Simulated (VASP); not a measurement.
# TiPd3 in VASP: further runs

The runs below take TiPd3 through electric field gradients, with LDA.

Everything below comes from runs of VASP 6.6.1. Logs are shortened: lines on timing, memory, paths and dates and some standing lists are left out, and cuts for length are marked.

## Step 1: The cell of the first run

Symmetry: R-3m, No. 166, trigonal system. The conventional cell has a = 5.456 Å, b = 5.456 Å, c = 6.484 Å, α = 90.00°, β = 90.00°, γ = 120.00°. Within 3.5 Å of Ti (site symmetry -3m) lie 12 Pd at 2.67 to 2.73 Å. Pd (site symmetry 2/m) has 4 Ti at 2.67 to 2.73 Å and 8 Pd at 2.67 to 2.73 Å within 3.5 Å.

## Step 2: Electric field gradients, LDA (equal xy, yz and zx shear strains of -2 %)

Input file INCAR:

```
ALGO = Normal
EDIFF = 1E-8
ENCUT = 520
GGA = CA
ISIF = 2
ISMEAR = -1
LASPH = True
LCHARG = False
LEFG = True
LREAL = False
LWAVE = False
NBANDS = 29
NELM = 80
PREC = Accurate
SIGMA = 0.05
```

Input file KPOINTS:

```
k-points
0
Gamma
  11 11 11
```

Input file POSCAR:

```
TiPd3
1.0
    3.8200000000     -0.0382000000     -0.0382000000
   -0.0382000000      3.8200000000     -0.0382000000
   -0.0382000000     -0.0382000000      3.8200000000
Ti Pd
1 3
Direct
    0.0000000000      0.0000000000      0.0000000000
    0.0000000000      0.5000000000      0.5000000000
    0.5000000000      0.0000000000      0.5000000000
    0.5000000000      0.5000000000      0.0000000000
```

Potentials or basis: VASP PAW LDA potentials, release 64 (Ti_sv, Pd).

Launch:

```bash
$ cat potpaw_LDA.64/Ti_sv/POTCAR potpaw_LDA.64/Pd/POTCAR > POTCAR
$ mpirun -np 1 vasp_std > vasp.out
```

OUTCAR:

```text
EDIFF = 1E-8
   ENCUT = 520
   GGA = CA
   ISIF = 2
   ISMEAR = -1
   LASPH = True
   LREAL = False
   NELM = 80
   PREC = Accurate

 ion  position               nearest neighbor table
   1  0.000  0.000  0.000-   2 2.67   3 2.67   4 2.67   2 2.67   3 2.67   4 2.67   4 2.73   2 2.73
                             3 2.73   4 2.73   3 2.73   2 2.73
   2  0.000  0.500  0.500-   1 2.67   3 2.67   4 2.67   1 2.67   4 2.67   3 2.67   3 2.73   1 2.73
                             3 2.73   4 2.73   4 2.73   1 2.73
   3  0.500  0.000  0.500-   1 2.67   2 2.67   4 2.67   4 2.67   1 2.67   2 2.67   4 2.73   1 2.73
                             1 2.73   2 2.73   4 2.73   2 2.73
   4  0.500  0.500  0.000-   1 2.67   2 2.67   3 2.67   3 2.67   2 2.67   1 2.67   3 2.73   2 2.73
                             1 2.73   2 2.73   3 2.73   1 2.73

  LATTYP: Found a trigonal (rhomboedric) cell.
 ALAT       =     3.8203819809
 COS(alpha) =    -0.0198960208

  Lattice vectors:

 A1 = (   3.8200000000,  -0.0382000000,  -0.0382000000)
 A2 = (  -0.0382000000,   3.8200000000,  -0.0382000000)
 A3 = (  -0.0382000000,  -0.0382000000,   3.8200000000)

Analysis of symmetry for initial positions (statically):
=====================================================================
 Subroutine PRICEL returns:
 Original cell was already a primitive cell.

 Routine SETGRP: Setting up the symmetry group for a
 trigonal (rhombohedral) supercell.

 Subroutine GETGRP returns: Found 12 space group operations
 (whereof 12 operations were pure point group operations)
 out of a pool of 12 trial point group operations.

The static configuration has the point symmetry D_3d.

Analysis of symmetry for dynamics (positions and initial velocities):
=====================================================================
 Subroutine PRICEL returns:
 Original cell was already a primitive cell.

 Routine SETGRP: Setting up the symmetry group for a
 trigonal (rhombohedral) supercell.

 Subroutine GETGRP returns: Found 12 space group operations
 (whereof 12 operations were pure point group operations)
 out of a pool of 12 trial point group operations.

The dynamic configuration has the point symmetry D_3d.

 Subroutine INISYM returns: Found 12 space group operations
 (whereof 12 operations are pure point group operations),
 and found     1 'primitive' translations

----------------------------------------------------------------------------------------

                                     Primitive cell

  volume of cell :      55.7261

  direct lattice vectors                    reciprocal lattice vectors
     3.820000000 -0.038200000 -0.038200000     0.261833000  0.002644778  0.002644778
    -0.038200000  3.820000000 -0.038200000     0.002644778  0.261833000  0.002644778
    -0.038200000 -0.038200000  3.820000000     0.002644778  0.002644778  0.261833000

  length of vectors
     3.820381981  3.820381981  3.820381981     0.261859714  0.261859714  0.261859714

  position of ions in fractional coordinates (direct lattice)
     0.000000000  0.000000000  0.000000000
     0.000000000  0.500000000  0.500000000
     0.500000000  0.000000000  0.500000000
     0.500000000  0.500000000  0.000000000

  ion indices of the primitive-cell ions
   primitive index   ion index
                 1           1
                 2           2
                 3           3
                 4           4

----------------------------------------------------------------------------------------

 KPOINTS: k-points

Automatic generation of k-mesh.
 Grid dimensions read from file:
 generate k-points for:   11   11   11

 Generating k-lattice:

  Cartesian coordinates                     Fractional coordinates (reciprocal lattice)
     0.023803000  0.000240434  0.000240434     0.090909091  0.000000000  0.000000000
     0.000240434  0.023803000  0.000240434     0.000000000  0.090909091  0.000000000
[... 45 lines left out ...]
   ions per type =               1   3
   NGX,Y,Z   is equivalent  to a cutoff of  12.18, 12.18, 12.18 a.u.
   NGXF,Y,Z  is equivalent  to a cutoff of  24.37, 24.37, 24.37 a.u.
 SYSTEM =  unknown system
   PREC   = accura    normal or accurate (medium, high low for compatibility)
   ISTART =      0    job   : 0-new  1-cont  2-samecut
   ICHARG =      2    charge: 1-file 2-atom 10-const
   ISPIN  =      1    spin polarized calculation?
   LNONCOLLINEAR =      F non collinear calculations
   LSORBIT =      F    spin-orbit coupling
   LASPH  =      T    aspherical Exc in radial PAW
   ENCUT  =  520.0 eV  38.22 Ry    6.18 a.u.   7.10  7.10  7.10*2*pi/ulx,y,z
   NELM   =     80;   NELMIN=  2; NELMDL= -5     # of ELM steps
   EDIFF  = 0.1E-07   stopping-criterion for ELM
   LREAL  =      F    real-space projection
   EDIFFG = 0.1E-06   stopping-criterion for IOM
   NSW    =      0    number of steps for IOM
   IBRION =     -1    ionic relax: 0-MD 1-quasi-New 2-CG
   NFREE  =      0    steps in history (QN), initial steepest desc. (CG)
   ISIF   =      2    stress and relaxation
   ISYM   =      2    0-nonsym 1-usesym 2-fastsym
   POTIM  = 0.5000    time-step for ionic-motion
   TEBEG  =    0.0;   TEEND  =   0.0 temperature during run
   PSTRESS=    0.0 pullay stress
   NELECT =      42.0000    total number of electrons
   NUPDOWN=      -1.0000    fix difference up-down
   EMIN   =  10.00;   EMAX   =-10.00  energy-range for DOS
   EFERMI =   0.00;   METHOD = LEGACY
   ISMEAR =    -1;   SIGMA  =   0.05  broadening in eV -4-tet -1-fermi 0-gaus
   EFERMI_NEDOS =   21; number of points for ismear=-14 and -15
   IALGO  =     38    algorithm
   IMIX   =      4    mixing-type and parameters
     AMIX     =   0.40;   BMIX     =  1.00
     AMIX_MAG =   1.60;   BMIX_MAG =  1.00
  volume/ion in A,a.u.               =      13.93        94.01
  Fermi-wavevector in a.u.,A,eV,Ry     =   1.489835  2.815381 30.199621  2.219610
  Thomas-Fermi vector in A             =   2.602694
   LORBIT       =      0    0 simple, 1 ext, 2 COOP (PROOUT), +10 PAW based schemes
   GGA     = CA    functional components
   LHFCALC =     F    Hartree Fock is set to
   AEXX    =    0.0000 exact exchange contribution
   IVDW    =     0    specifies the selected vdW correction
   LEPSILON=     F    determine dielectric tensor
   LRPA    =     F    only Hartree local field effects (RPA)
 non-spin polarized calculation
  energy-cutoff  :      520.00
  volume of cell :       55.73
 maximum number of plane-waves:      1519
   NGX = 15   NGY = 15   NGZ = 15

 number of electron      42.0000025 magnetization

 Free energy of the ion-electron system (eV)
  ---------------------------------------------------
  ext. energy  EPLUGINS =         0.00000000
  ---------------------------------------------------
  free energy    TOTEN  =       -30.78029963 eV

  energy without entropy =      -30.76815629  energy(sigma->0) =      -30.77422796

 E-fermi :  11.5803     XC(G=0): -13.6357

 val. band max:       11.5248580123   @ k =  -0.0909   0.4545   0.0909
 cond. band min:      11.5866247513   @ k =   0.4545   0.4545   0.4545
 fundamental gap:      0.0617667390
 Fermi energy:        11.5803425985

 k-point     1 :       0.0000    0.0000    0.0000
  band No.  band energies     occupation
      1     -45.8458      2.00000
      2     -22.4543      2.00000
      3     -22.4527      2.00000
      4     -22.4527      2.00000
      5       3.2158      2.00000
      6       4.8510      2.00000
[... 757 lines left out ...]
     28      16.8908      0.00000
     29      20.6184      0.00000

 [... further k-points ...]

------------------------ aborting loop because EDIFF is reached ----------------------------------------

  FORCE on cell =-STRESS in cart. coord.  units (eV):
  Direction    XX          YY          ZZ          XY          YZ          ZX
  --------------------------------------------------------------------------------------
  -------------------------------------------------------------------------------------
  Total        1.0644593      1.0644593      1.0644593      0.9613607      0.9613607      0.9613607
  in kB       30.6041782     30.6041782     30.6041782     27.6399998     27.6399998     27.6399998
  external PRESSURE =      30.6041782 kB  Pullay stress =       0.0000000 kB

 VOLUME and BASIS-vectors are now :
 -----------------------------------------------------------------------------
  energy-cutoff  :      520.00
  volume of cell :       55.73
      direct lattice vectors                 reciprocal lattice vectors
     3.820000000 -0.038200000 -0.038200000     0.261833000  0.002644778  0.002644778
    -0.038200000  3.820000000 -0.038200000     0.002644778  0.261833000  0.002644778
    -0.038200000 -0.038200000  3.820000000     0.002644778  0.002644778  0.261833000

 POSITION                                       TOTAL-FORCE (eV/Angst)
 -----------------------------------------------------------------------------------
      0.00000      0.00000      0.00000         0.000000     -0.000000     -0.000000
     -0.03820      1.89090      1.89090        -0.000000      0.000000     -0.000000
      1.89090     -0.03820      1.89090        -0.000000     -0.000000     -0.000000
      1.89090      1.89090     -0.03820         0.000000      0.000000      0.000000
 -----------------------------------------------------------------------------------
    total drift:                                0.000000      0.000000      0.000000

  FREE ENERGIE OF THE ION-ELECTRON SYSTEM (eV)
  ---------------------------------------------------
  free  energy   TOTEN  =       -30.7802996284 eV

  energy  without entropy=      -30.7681562873  energy(sigma->0) =      -30.77422796

 Electric field gradients (V/A^2)
---------------------------------------------------------------------
 ion       V_xx      V_yy      V_zz      V_xy      V_xz      V_yz
---------------------------------------------------------------------
   1       0.000    -0.000    -0.000    -1.792    -1.792    -1.792
   2     -62.804    31.402    31.402   -10.855   -10.855     4.757
   3      31.402   -62.804    31.402   -10.855     4.757   -10.855
   4      31.402    31.402   -62.804     4.757   -10.855   -10.855
---------------------------------------------------------------------

 Electric field gradients after diagonalization (V/A^2)
 (convention: |V_zz| > |V_xx| > |V_yy|)
----------------------------------------------------------------------
 ion       V_xx      V_yy      V_zz     asymmetry (V_yy - V_xx)/ V_zz
----------------------------------------------------------------------
   1       1.792     1.792    -3.584       0.000
   2      38.485    26.645   -65.130       0.182
   3      38.485    26.645   -65.130       0.182
   4      38.485    26.645   -65.130       0.182
----------------------------------------------------------------------

           NMR quadrupolar parameters

 Cq : quadrupolar parameter    Cq=e*Q*V_zz/h
 eta: asymmetry parameters     (V_yy - V_xx)/ V_zz
 Q  : nuclear electric quadrupole moment in mb (millibarn)
----------------------------------------------------------------------
 ion       Cq(MHz)       eta       Q (mb)
----------------------------------------------------------------------
   1      -0.009       0.000       1.000
   2      -0.157       0.182       1.000
   3      -0.157       0.182       1.000
   4      -0.157       0.182       1.000
----------------------------------------------------------------------
```

Run time: 1.9 min. Hardware: 1 thread of AMD EPYC 9R45 (Zen 5), shared host; peak memory 0.27 GiB.

Results:

```
Free energy            : -30.7803 eV
Pressure               : 3.1 GPa
Band gap on the k mesh : zero (band 21 reaches 12.79 eV, above the bottom of band 22 at 11.40 eV)
```

Levels at points of the mesh, in eV from the Fermi level:
| k point | band 18 | band 19 | band 20 | band 21 | band 22 | band 23 | band 24 | band 25 |
| --- | --- | --- | --- | --- | --- | --- | --- | --- |
| (0.00, 0.00, 0.00) | -0.61 | -0.61 | -0.56 | 1.21 | 1.21 | 1.88 | 1.91 | 1.91 |

Electric field gradients, principal values (V/Å²):
```tsv
atom	least	middle	greatest (by size)
1 Ti	1.792	1.792	-3.584
2 Pd	26.645	38.485	-65.130
3 Pd	26.645	38.485	-65.130
4 Pd	26.645	38.485	-65.130
```

Caveat: the cell differs from its parent crystal (equal xy, yz and zx shear strains of -2 %); without QUAD_EFG the Cq values of the log hold for a quadrupole moment of 1 mb, not for the nuclei.

## Step 3: Electric field gradients, LDA (equal xy, yz and zx shear strains of +2 %)

Input file INCAR:

```
SYSTEM = TiPd3
PREC = Accurate
ENCUT = 520
EDIFF = 1E-8
ISMEAR = -1
SIGMA = 0.05
LREAL = .FALSE.
LASPH = .TRUE.
NELM = 60
ALGO = Normal
ISIF = 2
LWAVE = .FALSE.
LCHARG = .FALSE.
LEFG = .TRUE.
NBANDS = 29
```

Input file KPOINTS:

```
Automatic mesh
0
G
  11 11 11
  0 0 0
```

Input file POSCAR:

```
TiPd3
1.0
    3.8200000000      0.0382000000      0.0382000000
    0.0382000000      3.8200000000      0.0382000000
    0.0382000000      0.0382000000      3.8200000000
Ti Pd
1 3
Direct
    0.0000000000      0.0000000000      0.0000000000
    0.0000000000      0.5000000000      0.5000000000
    0.5000000000      0.0000000000      0.5000000000
    0.5000000000      0.5000000000      0.0000000000
```

Potentials or basis: VASP PAW LDA potentials, release 64 (Ti_sv, Pd).

Launch:

```bash
$ cat potpaw_LDA.64/Ti_sv/POTCAR potpaw_LDA.64/Pd/POTCAR > POTCAR
$ mpirun -np 1 vasp_std > vasp.out
```

OUTCAR:

```text
SYSTEM = TiPd3
   PREC = Accurate
   ENCUT = 520
   EDIFF = 1E-8
   ISMEAR = -1
   LREAL = .FALSE.
   LASPH = .TRUE.
   NELM = 60
   ISIF = 2

 ion  position               nearest neighbor table
   1  0.000  0.000  0.000-   2 2.67   3 2.67   2 2.67   4 2.67   3 2.67   4 2.67   2 2.73   2 2.73
                             3 2.73   4 2.73   3 2.73   4 2.73
   2  0.000  0.500  0.500-   1 2.67   4 2.67   1 2.67   3 2.67   3 2.67   4 2.67   1 2.73   1 2.73
                             3 2.73   4 2.73   4 2.73   3 2.73
   3  0.500  0.000  0.500-   1 2.67   4 2.67   2 2.67   4 2.67   1 2.67   2 2.67   1 2.73   4 2.73
                             2 2.73   4 2.73   1 2.73   2 2.73
   4  0.500  0.500  0.000-   2 2.67   3 2.67   1 2.67   3 2.67   1 2.67   2 2.67   1 2.73   3 2.73
                             2 2.73   3 2.73   2 2.73   1 2.73

  LATTYP: Found a trigonal (rhomboedric) cell.
[... 1001 lines left out ...]
   1      -0.000     0.000     0.000     1.838     1.838     1.838
   2     -62.712    31.356    31.356    10.785    10.785    -4.875
   3      31.356   -62.712    31.356    10.785    -4.875    10.785
   4      31.356    31.356   -62.712    -4.875    10.785    10.785
---------------------------------------------------------------------

 Electric field gradients after diagonalization (V/A^2)
 (convention: |V_zz| > |V_xx| > |V_yy|)
----------------------------------------------------------------------
 ion       V_xx      V_yy      V_zz     asymmetry (V_yy - V_xx)/ V_zz
----------------------------------------------------------------------
   1      -1.838    -1.838     3.675       0.000
   2      36.232    29.017   -65.248       0.111
   3      36.232    29.017   -65.248       0.111
   4      36.232    29.017   -65.248       0.111
----------------------------------------------------------------------

           NMR quadrupolar parameters

 Cq : quadrupolar parameter    Cq=e*Q*V_zz/h
 eta: asymmetry parameters     (V_yy - V_xx)/ V_zz
 Q  : nuclear electric quadrupole moment in mb (millibarn)
----------------------------------------------------------------------
 ion       Cq(MHz)       eta       Q (mb)
----------------------------------------------------------------------
   1       0.009       0.000       1.000
   2      -0.158       0.111       1.000
   3      -0.158       0.111       1.000
   4      -0.158       0.111       1.000
----------------------------------------------------------------------
```

stdout:

```text
POSCAR found type information on POSCAR TiPd
 POSCAR found :  2 types and       4 ions
 scaLAPACK will be used
 LDA part: xc-table for (Slater(with rela. corr.)+CA(PZ))
 , standard interpolation
 POSCAR, INCAR and KPOINTS ok, starting setup
 FFT: planning ... GRIDC
 FFT: planning ... GRID_SOFT
 FFT: planning ... GRID
 WAVECAR not read
 entering main loop
ion   1

ion   2
     0.0000551     0.0609707     0.3726362    -0.9099197     0.0609707     1.5760272
     0.0000758     0.0609707     0.3726362    -0.9099197     0.0609707     1.5760272
     0.0001045     0.0609707     0.3726361    -0.9099197     0.0609707     1.5760271
     0.0001438     0.0609706     0.3726361    -0.9099196     0.0609706     1.5760270

     0.0000551    -9.9891664     4.3280143   -24.6216957    -9.9891664    42.6460279
     0.0000758    -9.9884458     4.3278623   -24.6200597    -9.9884458    42.6431943
     0.0001045    -9.9872998     4.3276003   -24.6173745    -9.9872998    42.6385434
     0.0001438    -9.9854850     4.3271516   -24.6129851    -9.9854850    42.6309407

ion   3
     0.0000551     0.0609707     0.0609707    -0.9099197     0.3726362    -1.5760272
     0.0000758     0.0609707     0.0609707    -0.9099197     0.3726362    -1.5760272
     0.0001045     0.0609707     0.0609707    -0.9099197     0.3726361    -1.5760271
     0.0001438     0.0609706     0.0609706    -0.9099196     0.3726361    -1.5760270

     0.0000551    -9.9891664    -9.9891664   -24.6216957     4.3280143   -42.6460279
     0.0000758    -9.9884458    -9.9884458   -24.6200597     4.3278623   -42.6431943
     0.0001045    -9.9872998    -9.9872998   -24.6173745     4.3276003   -42.6385434
     0.0001438    -9.9854850    -9.9854850   -24.6129851     4.3271516   -42.6309407

ion   4
```

It took 2.6 min on 1 thread of Intel Xeon Platinum 8375C at 2.90GHz (Ice Lake), shared host; peak memory 0.3 GiB.

Results:

```yaml
Free_energy: -30.7804 eV
Pressure: 3.1 GPa
Band_gap_on_the_k_mesh: zero (band 21 reaches 12.79 eV, above the bottom of band 22 at 11.40 eV)
```

Stress tensor (GPa, compression positive):
```
 3.06 -2.81 -2.81
-2.81  3.06 -2.81
-2.81 -2.81  3.06
```

Levels at points of the mesh, in eV from the Fermi level:
```csv
k point,band 17,band 18,band 19,band 20,band 21,band 22,band 23,band 24,band 25,band 26
"(0.00, 0.00, 0.00)",-1.14,-0.60,-0.60,-0.59,1.21,1.21,1.90,1.90,1.91,2.47
```

Electric field gradients, principal values (V/Å²):
| atom | least | middle | greatest (by size) |
| --- | --- | --- | --- |
| 1 Ti | -1.838 | -1.838 | 3.675 |
| 2 Pd | 29.017 | 36.232 | -65.248 |
| 3 Pd | 29.017 | 36.232 | -65.248 |
| 4 Pd | 29.017 | 36.232 | -65.248 |

Caveat: the cell differs from its parent crystal (equal xy, yz and zx shear strains of +2 %); without QUAD_EFG the Cq values of the log hold for a quadrupole moment of 1 mb, not for the nuclei.

(Part 1 of 2 ends here.)
